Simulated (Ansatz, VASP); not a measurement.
Given: the input of a run of VASP 6.6.1 on NaF.

Contents of INCAR:

```
  PREC = Accurate
  ENCUT = 520
  EDIFF = 1E-6
  ISMEAR = -1
  SIGMA = 0.05
  LREAL = F
  LASPH = T
  NELM = 80
  ALGO = Normal
  ISIF = 2
  LWAVE = F
  LCHARG = F
  GGA = PE
  NBANDS = 14
```

Contents of KPOINTS:

```
regular mesh
0
Gamma
  10 10 10
```

The input POSCAR:

```
NaF
1.0
    0.0000000000      2.3044290610      2.3044290610
    2.3044290610      0.0000000000      2.3044290610
    2.3044290610      2.3044290610      0.0000000000
Na F
1 1
Direct
    0.0000000000      0.0000000000      0.0000000000
    0.5000000000      0.5000000000      0.5000000000
```

Potentials or basis: VASP PAW PBE potentials, release 64 (Na_pv, F).

Command:

```bash
$ cat potpaw_PBE.64/Na_pv/POTCAR potpaw_PBE.64/F/POTCAR > POTCAR
$ mpirun -np 1 vasp_std > vasp.out
```

Set up the same calculation for Ansatz 0.2.0. Potentials there: all-electron LAPW, scalar-relativistic.

As run (the cutoff follows the program's own potentials):

The input input.yaml:

```yaml
crystal:
  lattice:
    - [0.0, 2.304429061, 2.304429061]
    - [2.304429061, 0.0, 2.304429061]
    - [2.304429061, 2.304429061, 0.0]
  atoms:
    - { symbol: Na, position: [0.0, 0.0, 0.0] }
    - { symbol: F, position: [0.5, 0.5, 0.5] }
kpoints:
  mp_grid: { grid: [10, 10, 10] }
scf:
  occupations: { method: fermi_dirac, width: 0.05 }
hamiltonian:
  xc: pbe
  pseudopotentials: { kind: all_electron, lapw: { basis_error: 0.0005 } }
output:
  forces: true
  stress: true
  eigenvalues: true
```

Potentials or basis: all-electron LAPW, scalar-relativistic.

Command:

```sh
$ ansatz run input.yaml --threads 1 --pin off --max-ram 3072MiB --backend cpu --events-out ev --progress --plain --runs-dir out
```

Both were run:

|  | VASP | Ansatz | Ansatz less VASP |
| --- | --- | --- | --- |
| gap on the k mesh at the Fermi level (eV) | 6.39 | 6.40 | +0.011 |
| least direct gap on the mesh (eV) | 6.39 | 6.40 | +0.011 |
| pressure (GPa) | 2.9 | 3.1 | +0.14 |

Ansatz ran all-electron here, and VASP with PAW potentials.
